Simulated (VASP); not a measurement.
# Fe (Fmmm) in VASP: a series of runs

The runs below take Fe through electric field gradients, with PBE.

Program: VASP 6.6.1. These are calculated values, not measurements. Logs are shortened: lines on timing, memory, paths and dates and some standing lists are left out, and cuts for length are marked.

**1. The cell of the first run**

Symmetry: Fmmm, No. 69, orthorhombic system. Conventional cell: a = 2.907 Å, b = 3.767 Å, c = 3.930 Å, α = 90.00°, β = 90.00°, γ = 90.00°. Within 3.1 Å of Fe (site symmetry mmm) lie 14 Fe at 2.38 to 2.91 Å.

**2. Electric field gradients, PBE, collinear spin, ferromagnetic start (equal xx and yy strain of -3 %)**

Input file INCAR:

```
PREC = Accurate
ENCUT = 520
EDIFF = 1E-8
ISMEAR = -1
SIGMA = 0.05
LREAL = False
LASPH = True
NELM = 200
ALGO = Normal
ISIF = 2
LWAVE = False
LCHARG = False
ISPIN = 2
MAGMOM = 3
LORBIT = 11
LMAXMIX = 4
GGA = PE
LEFG = True
NBANDS = 14
GGA_COMPAT = False
```

Input file KPOINTS:

```
Automatic mesh
0
Gamma
  16 16 16
```

Input file POSCAR:

```
Fe
1.0
    0.0000000000      1.8834874999      1.9651051623
    1.4534865186      0.0000000000      1.9651051623
    1.4534865186      1.8834874999      0.0000000000
Fe
1
Direct
    0.0000000000      0.0000000000      0.0000000000
```

Potentials or basis: VASP PAW PBE potentials, release 64 (Fe).

Run with:

```
$ cat potpaw_PBE.64/Fe/POTCAR > POTCAR
$ mpirun -np 1 vasp_std > vasp.out
```

OUTCAR:

```text
PREC = Accurate
   ENCUT = 520
   EDIFF = 1E-8
   ISMEAR = -1
   LREAL = False
   LASPH = True
   NELM = 200
   ISIF = 2
   ISPIN = 2
   LORBIT = 11
   GGA = PE

 ion  position               nearest neighbor table
   1  0.000  0.000  0.000-

  LATTYP: Found a face centered orthorhombic cell.
 ALAT       =     2.9069730372
 B/A-ratio  =     1.2958410524
 C/A-ratio  =     1.3519940757

  Lattice vectors:

 A1 = (   0.0000000000,   1.8834874999,   1.9651051623)
 A2 = (   1.4534865186,   0.0000000000,   1.9651051623)
 A3 = (   1.4534865186,   1.8834874999,   0.0000000000)

Analysis of symmetry for initial positions (statically):
=====================================================================
 Subroutine PRICEL returns:
 Original cell was already a primitive cell.

 Routine SETGRP: Setting up the symmetry group for a
 face centered orthorhombic supercell.

 Subroutine GETGRP returns: Found  8 space group operations
 (whereof  8 operations were pure point group operations)
 out of a pool of  8 trial point group operations.

The static configuration has the point symmetry D_2h.

Analysis of symmetry for dynamics (positions and initial velocities):
=====================================================================
 Subroutine PRICEL returns:
 Original cell was already a primitive cell.

 Routine SETGRP: Setting up the symmetry group for a
 face centered orthorhombic supercell.

 Subroutine GETGRP returns: Found  8 space group operations
 (whereof  8 operations were pure point group operations)
 out of a pool of  8 trial point group operations.

The dynamic configuration has the point symmetry D_2h.

Analysis of structural, dynamic, and magnetic symmetry:
=====================================================================
 Subroutine PRICEL returns:
 Original cell was already a primitive cell.

 Routine SETGRP: Setting up the symmetry group for a
 face centered orthorhombic supercell.

 Subroutine GETGRP returns: Found  8 space group operations
 (whereof  8 operations were pure point group operations)
 out of a pool of  8 trial point group operations.

The overall configuration has the point symmetry D_2h.

 Subroutine INISYM returns: Found  8 space group operations
 (whereof  8 operations are pure point group operations),
[... 557 lines left out ...]

 [... further k-points ...]

 spin component 2

 k-point     1 :       0.0000    0.0000    0.0000
  band No.  band energies     occupation
      1      -2.1730      1.00000
      2       5.3900      1.00000
      3       5.9408      0.99996
      4       6.1409      0.99769
      5       7.7092      0.00000
      6       8.2618      0.00000
      7      30.7984      0.00000
      8      31.6466      0.00000
      9      32.8106      0.00000
     10      37.4013      0.00000
     11      37.7453      0.00000
     12      39.7832      0.00000
     13      40.1211      0.00000
     14      40.1912      0.00000
[... 379 lines left out ...]
      3       5.8529      0.99999
      4       6.2896      0.95668
      5       7.5535      0.00000
      6       8.2035      0.00000
      7      29.1929      0.00000
      8      31.1480      0.00000
      9      31.7725      0.00000
     10      36.5837      0.00000
     11      37.6164      0.00000
     12      38.4329      0.00000
     13      38.8834      0.00000
     14      41.1371      0.00000

 [... further k-points ...]

------------------------ aborting loop because EDIFF is reached ----------------------------------------

  FORCE on cell =-STRESS in cart. coord.  units (eV):
  Direction    XX          YY          ZZ          XY          YZ          ZX
  --------------------------------------------------------------------------------------
  -------------------------------------------------------------------------------------
  Total        0.4355948      1.3043711      0.6915160     -0.0000000      0.0000000      0.0000000
  in kB       64.8639961    194.2326349    102.9729838     -0.0000000      0.0000000      0.0000000
  external PRESSURE =     120.6898716 kB  Pullay stress =       0.0000000 kB

 VOLUME and BASIS-vectors are now :
 -----------------------------------------------------------------------------
  energy-cutoff  :      520.00
  volume of cell :       10.76
      direct lattice vectors                 reciprocal lattice vectors
     0.000000000  1.883487500  1.965105162    -0.344000439  0.265464995  0.254439309
     1.453486519  0.000000000  1.965105162     0.344000439 -0.265464995  0.254439309
     1.453486519  1.883487500  0.000000000     0.344000439  0.265464995 -0.254439309

 POSITION                                       TOTAL-FORCE (eV/Angst)
 -----------------------------------------------------------------------------------
      0.00000      0.00000      0.00000         0.000000      0.000000      0.000000
 -----------------------------------------------------------------------------------
    total drift:                                0.000000     -0.000000      0.000000

  FREE ENERGIE OF THE ION-ELECTRON SYSTEM (eV)
  ---------------------------------------------------
  free  energy   TOTEN  =        -8.2043998170 eV

  energy  without entropy=       -8.1956915197  energy(sigma->0) =       -8.20004567

 Electric field gradients (V/A^2)
---------------------------------------------------------------------
 ion       V_xx      V_yy      V_zz      V_xy      V_xz      V_yz
---------------------------------------------------------------------
   1       7.509    -4.506    -3.003    -0.000     0.001     0.001
---------------------------------------------------------------------

 Electric field gradients after diagonalization (V/A^2)
 (convention: |V_zz| > |V_xx| > |V_yy|)
----------------------------------------------------------------------
 ion       V_xx      V_yy      V_zz     asymmetry (V_yy - V_xx)/ V_zz
----------------------------------------------------------------------
   1      -4.506    -3.003     7.509       0.200
----------------------------------------------------------------------

           NMR quadrupolar parameters

 Cq : quadrupolar parameter    Cq=e*Q*V_zz/h
 eta: asymmetry parameters     (V_yy - V_xx)/ V_zz
 Q  : nuclear electric quadrupole moment in mb (millibarn)
----------------------------------------------------------------------
 ion       Cq(MHz)       eta       Q (mb)
----------------------------------------------------------------------
   1       0.018       0.200       1.000
----------------------------------------------------------------------

 total charge

# of ion       s       p       d       tot
------------------------------------------
    1        0.513   0.592   6.285   7.390

 magnetization (x)

# of ion       s       p       d       tot
------------------------------------------
    1       -0.012  -0.053   2.148   2.082
```

OSZICAR:

```text
N       E                     dE             d eps       ncg     rms          rms(c)
DAV:   1     0.223509559679E+02    0.22351E+02   -0.38314E+03 38118   0.714E+02
DAV:   2    -0.813958026057E+01   -0.30491E+02   -0.27990E+02 38070   0.131E+02
DAV:   3    -0.904158731998E+01   -0.90201E+00   -0.89625E+00 42268   0.233E+01
DAV:   4    -0.904447549642E+01   -0.28882E-02   -0.28878E-02 40608   0.119E+00
DAV:   5    -0.904448833926E+01   -0.12843E-04   -0.12842E-04 42390   0.808E-02    0.123E+01
DAV:   6    -0.826428213491E+01    0.78021E+00   -0.87734E+00 45234   0.350E+01    0.469E+00
DAV:   7    -0.822024923433E+01    0.44033E-01   -0.38092E-01 42750   0.721E+00    0.305E+00
DAV:   8    -0.821153302429E+01    0.87162E-02   -0.63327E-03 41792   0.477E-01    0.141E+00
DAV:   9    -0.820435825469E+01    0.71748E-02   -0.65458E-03 46638   0.406E-01    0.247E-01
DAV:  10    -0.820438500062E+01   -0.26746E-04   -0.59336E-04 41604   0.263E-01    0.720E-02
DAV:  11    -0.820440138349E+01   -0.16383E-04   -0.10629E-04 41114   0.857E-02    0.326E-02
DAV:  12    -0.820439938658E+01    0.19969E-05   -0.32336E-06 41094   0.200E-02    0.122E-02
DAV:  13    -0.820440057631E+01   -0.11897E-05   -0.23603E-06 40982   0.108E-02    0.889E-03
DAV:  14    -0.820439982972E+01    0.74659E-06   -0.55207E-07 42716   0.695E-03    0.191E-03
DAV:  15    -0.820439981624E+01    0.13479E-07   -0.18930E-08 29102   0.133E-03    0.239E-04
DAV:  16    -0.820439981702E+01   -0.77478E-09   -0.11471E-09 19146   0.321E-04
   1 F= -.82043998E+01 E0= -.82000457E+01  d E =-.870830E-02  mag=     2.0952
```

It took 5 min on 1 thread of Oxide Virtual Turin-like, shared host; peak memory 0.21 GiB.

Results:

```yaml
Free_energy: -8.2044 eV
Pressure: 12.1 GPa
Net_moment: 2.10 μB per cell
Site_moments: Fe +2.08 μB
Largest_electric_field_gradient_by_atom: Fe +7.5 V/Å²
Valence_electrons_inside_the_program's_atomic_spheres: Fe 7.39
```

Stress tensor (GPa, compression positive):
```
 6.49  0.00  0.00
 0.00 19.42  0.00
 0.00  0.00 10.30
```

Electric field gradients, principal values (V/Å²):
| atom | least | middle | greatest (by size) |
| --- | --- | --- | --- |
| 1 Fe | -3.003 | -4.506 | 7.509 |

Caveat: the cell differs from its parent crystal (equal xx and yy strain of -3 %); the stress differs along the axes, from 6 to 19 GPa; without QUAD_EFG the Cq values of the log hold for a quadrupole moment of 1 mb, not for the nuclei.

(Part 1 of 2 ends here.)
